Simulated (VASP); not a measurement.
# TiAl (P-6m2) in VASP: further runs

TiAl is run at these levels: LDA; tasks: single point, relaxation of cell and atoms.

Program: VASP 6.6.1. These are calculated values, not measurements. Logs are shortened: lines on timing, memory, paths and dates and some standing lists are left out, and cuts for length are marked.

## 1. The cell of the first run

The structure is hexagonal, space group P-6m2 (No. 187). Conventional cell: a = 2.867 Å, b = 2.867 Å, c = 4.678 Å, α = 90.00°, β = 90.00°, γ = 120.00°. Ti (site symmetry -6m2) has 6 Al at 2.87 Å and 6 Ti at 2.87 Å within 3.8 Å. Al (site symmetry -6m2) has 6 Ti at 2.87 Å and 6 Al at 2.87 Å within 3.8 Å.

## 2. Single point, LDA

Contents of INCAR:

```
  ALGO = Normal
  EDIFF = 1E-6
  ENCUT = 500
  GGA_COMPAT = False
  ISIF = 2
  ISMEAR = 0
  LASPH = True
  LCHARG = False
  LREAL = False
  LWAVE = False
  NBANDS = 14
  NELM = 120
  PREC = Accurate
  SIGMA = 0.1
```

Contents of KPOINTS:

```
k-points
0
Gamma
  9 9 4
```

Contents of POSCAR:

```
TiAl
1.0
    2.8672622327      0.0000000000      0.0000000000
   -1.4336311163      2.4831219328      0.0000000000
    0.0000000000      0.0000000000      4.6780830000
Ti Al
1 1
Direct
    0.0000000000      0.0000000000      0.0000000000
    0.3333333300      0.6666666700      0.5000000000
```

Potentials or basis: VASP PAW LDA potentials, release 64 (Ti_sv, Al).

Started as:

```bash
$ cat potpaw_LDA.64/Ti_sv/POTCAR potpaw_LDA.64/Al/POTCAR > POTCAR
$ mpirun -np 1 vasp_std > vasp.out
```

OUTCAR:

```text
EDIFF = 1E-6
   ENCUT = 500
   ISIF = 2
   ISMEAR = 0
   LASPH = True
   LREAL = False
   NELM = 120
   PREC = Accurate

 ion  position               nearest neighbor table
   1  0.000  0.000  0.000-   2 2.87   2 2.87   2 2.87   2 2.87   2 2.87   2 2.87
   2  0.333  0.667  0.500-   1 2.87   1 2.87   1 2.87   1 2.87   1 2.87   1 2.87

  LATTYP: Found a hexagonal cell.
 ALAT       =     2.8672622327
 C/A-ratio  =     1.6315504549

  Lattice vectors:

 A1 = (   2.8672622327,   0.0000000000,   0.0000000000)
 A2 = (  -1.4336311163,   2.4831219328,   0.0000000000)
 A3 = (   0.0000000000,   0.0000000000,   4.6780830000)

Analysis of symmetry for initial positions (statically):
=====================================================================
 Subroutine PRICEL returns:
 Original cell was already a primitive cell.

 Routine SETGRP: Setting up the symmetry group for a
 hexagonal supercell.

 Subroutine GETGRP returns: Found 12 space group operations
 (whereof 12 operations were pure point group operations)
 out of a pool of 24 trial point group operations.

The static configuration has the point symmetry D_3h.

Analysis of symmetry for dynamics (positions and initial velocities):
=====================================================================
 Subroutine PRICEL returns:
 Original cell was already a primitive cell.

 Routine SETGRP: Setting up the symmetry group for a
 hexagonal supercell.

 Subroutine GETGRP returns: Found 12 space group operations
 (whereof 12 operations were pure point group operations)
 out of a pool of 24 trial point group operations.

The dynamic configuration has the point symmetry D_3h.

 Subroutine INISYM returns: Found 12 space group operations
 (whereof 12 operations are pure point group operations),
 and found     1 'primitive' translations

----------------------------------------------------------------------------------------

                                     Primitive cell

  volume of cell :      33.3068

  direct lattice vectors                    reciprocal lattice vectors
     2.867262233  0.000000000  0.000000000     0.348764751  0.201359423  0.000000000
    -1.433631116  2.483121933  0.000000000     0.000000000  0.402718846  0.000000000
     0.000000000  0.000000000  4.678083000     0.000000000  0.000000000  0.213762774

  length of vectors
     2.867262233  2.867262233  4.678083000     0.402718846  0.402718846  0.213762774

  position of ions in fractional coordinates (direct lattice)
     0.000000000  0.000000000  0.000000000
[... 83 lines left out ...]
   NFREE  =      0    steps in history (QN), initial steepest desc. (CG)
   ISIF   =      2    stress and relaxation
   ISYM   =      2    0-nonsym 1-usesym 2-fastsym
   POTIM  = 0.5000    time-step for ionic-motion
   TEBEG  =    0.0;   TEEND  =   0.0 temperature during run
   PSTRESS=    0.0 pullay stress
   NELECT =      15.0000    total number of electrons
   NUPDOWN=      -1.0000    fix difference up-down
   EMIN   =  10.00;   EMAX   =-10.00  energy-range for DOS
   EFERMI =   0.00;   METHOD = LEGACY
   ISMEAR =     0;   SIGMA  =   0.10  broadening in eV -4-tet -1-fermi 0-gaus
   EFERMI_NEDOS =   21; number of points for ismear=-14 and -15
   IALGO  =     38    algorithm
   IMIX   =      4    mixing-type and parameters
     AMIX     =   0.40;   BMIX     =  1.00
     AMIX_MAG =   1.60;   BMIX_MAG =  1.00
  volume/ion in A,a.u.               =      16.65       112.38
  Fermi-wavevector in a.u.,A,eV,Ry     =   1.254857  2.371335 21.424622  1.574665
  Thomas-Fermi vector in A             =   2.388641
   LORBIT       =      0    0 simple, 1 ext, 2 COOP (PROOUT), +10 PAW based schemes
   GGA     = CA    functional components
   LHFCALC =     F    Hartree Fock is set to
   AEXX    =    0.0000 exact exchange contribution
   IVDW    =     0    specifies the selected vdW correction
   LEPSILON=     F    determine dielectric tensor
   LRPA    =     F    only Hartree local field effects (RPA)
 non-spin polarized calculation
 Gauss-broadening in eV      SIGMA  =   0.10
  energy-cutoff  :      500.00
  volume of cell :       33.31
 maximum number of plane-waves:       856
 NGX is ok and might be reduce to    24
   NGX = 11   NGY = 11   NGZ = 17

 number of electron      15.0000001 magnetization

 Free energy of the ion-electron system (eV)
  ---------------------------------------------------
  ext. energy  EPLUGINS =         0.00000000
  ---------------------------------------------------
  free energy    TOTEN  =       -13.22381236 eV

  energy without entropy =      -13.20977919  energy(sigma->0) =      -13.21679577

 E-fermi :   7.6725     XC(G=0): -11.1538

 val. band max:        7.6609779794   @ k =   0.3333   0.3333   0.2500
 cond. band min:       7.6823533415   @ k =   0.3333   0.3333   0.5000
 fundamental gap:      0.0213753621
 Fermi energy:         7.6724606632

 k-point     1 :       0.0000    0.0000    0.0000
  band No.  band energies     occupation
      1     -48.1794      2.00000
      2     -24.8961      2.00000
      3     -24.4509      2.00000
      4     -24.4509      2.00000
      5      -1.2555      2.00000
      6       5.3714      2.00000
      7       5.8744      2.00000
      8       8.9047      0.00000
      9       8.9047      0.00000
     10      10.3576      0.00000
     11      10.3576      0.00000
     12      11.5055      0.00000
     13      20.4356      0.00000
     14      20.4356      0.00000
[... 377 lines left out ...]
      1     -48.0666      2.00000
      2     -24.8653      2.00000
      3     -24.8621      2.00000
      4     -24.7876      2.00000
      5       5.7840      2.00000
      6       5.8354      2.00000
      7       6.1308      2.00000
      8       7.0707      2.00000
      9       7.6610      1.12900
     10      10.1254      0.00000
     11      10.3560      0.00000
     12      10.9412      0.00000
     13      14.4417      0.00000
     14      14.4633      0.00000

 [... further k-points ...]
[... 5 lines left out ...]
  --------------------------------------------------------------------------------------
  -------------------------------------------------------------------------------------
  Total       -1.2215014     -1.2215014     -1.2957532     -0.0000000      0.0000000     -0.0000000
  in kB      -58.7585646    -58.7585646    -62.3303383     -0.0000000      0.0000000     -0.0000000
  external PRESSURE =     -59.9491558 kB  Pullay stress =       0.0000000 kB

 VOLUME and BASIS-vectors are now :
 -----------------------------------------------------------------------------
  energy-cutoff  :      500.00
  volume of cell :       33.31
      direct lattice vectors                 reciprocal lattice vectors
     2.867262233  0.000000000  0.000000000     0.348764751  0.201359423  0.000000000
    -1.433631116  2.483121933  0.000000000     0.000000000  0.402718846  0.000000000
     0.000000000  0.000000000  4.678083000     0.000000000  0.000000000  0.213762774

 POSITION                                       TOTAL-FORCE (eV/Angst)
 -----------------------------------------------------------------------------------
      0.00000      0.00000      0.00000         0.000000      0.000000      0.000000
     -0.00000      1.65541      2.33904        -0.000000     -0.000000      0.000000
 -----------------------------------------------------------------------------------
    total drift:                               -0.000000      0.000000      0.000000

  FREE ENERGIE OF THE ION-ELECTRON SYSTEM (eV)
  ---------------------------------------------------
  free  energy   TOTEN  =       -13.2238123585 eV

  energy  without entropy=      -13.2097791884  energy(sigma->0) =      -13.21679577
```

OSZICAR:

```text
N       E                     dE             d eps       ncg     rms          rms(c)
DAV:   1     0.938381875527E+02    0.93838E+02   -0.69201E+03  1008   0.103E+03
DAV:   2    -0.904802407600E+01   -0.10289E+03   -0.98819E+02  1044   0.294E+02
DAV:   3    -0.146028719523E+02   -0.55548E+01   -0.54522E+01  1508   0.641E+01
DAV:   4    -0.147414672495E+02   -0.13860E+00   -0.13842E+00  1174   0.922E+00
DAV:   5    -0.147467806429E+02   -0.53134E-02   -0.53130E-02  1556   0.165E+00    0.905E+00
DAV:   6    -0.135644649348E+02    0.11823E+01   -0.61872E+00  1136   0.296E+01    0.370E+00
DAV:   7    -0.132583451937E+02    0.30612E+00   -0.73371E-01  1128   0.102E+01    0.193E+00
DAV:   8    -0.132274587101E+02    0.30886E-01   -0.16321E-01  1158   0.402E+00    0.712E-01
DAV:   9    -0.132264261743E+02    0.10325E-02   -0.46391E-02  1128   0.289E+00    0.454E-01
DAV:  10    -0.132237705121E+02    0.26557E-02   -0.74159E-03  1122   0.100E+00    0.798E-02
DAV:  11    -0.132238119583E+02   -0.41446E-04   -0.66855E-04  1414   0.224E-01    0.356E-02
DAV:  12    -0.132238138740E+02   -0.19157E-05   -0.22390E-05  1136   0.436E-02    0.199E-02
DAV:  13    -0.132238124452E+02    0.14288E-05   -0.31975E-06  1170   0.191E-02    0.710E-03
DAV:  14    -0.132238123585E+02    0.86658E-07   -0.75631E-07   772   0.982E-03
   1 F= -.13223812E+02 E0= -.13216796E+02  d E =-.140332E-01
```

It took 21 s on 1 thread of Intel Xeon 8259CL, shared host; peak memory 0.14 GiB.

What came out:

| Property | Result |
| --- | --- |
| Free energy | -13.2238 eV |
| Pressure | -6.0 GPa |
| Band gap on the k mesh | zero (an odd number of electrons rules out a gap without spin polarisation) |

Stress tensor (GPa, compression positive):
```
-5.88  0.00  0.00
 0.00 -5.88  0.00
 0.00  0.00 -6.23
```

Caveat: the cell stands under tension.

(Part 1 of 2 ends here.)
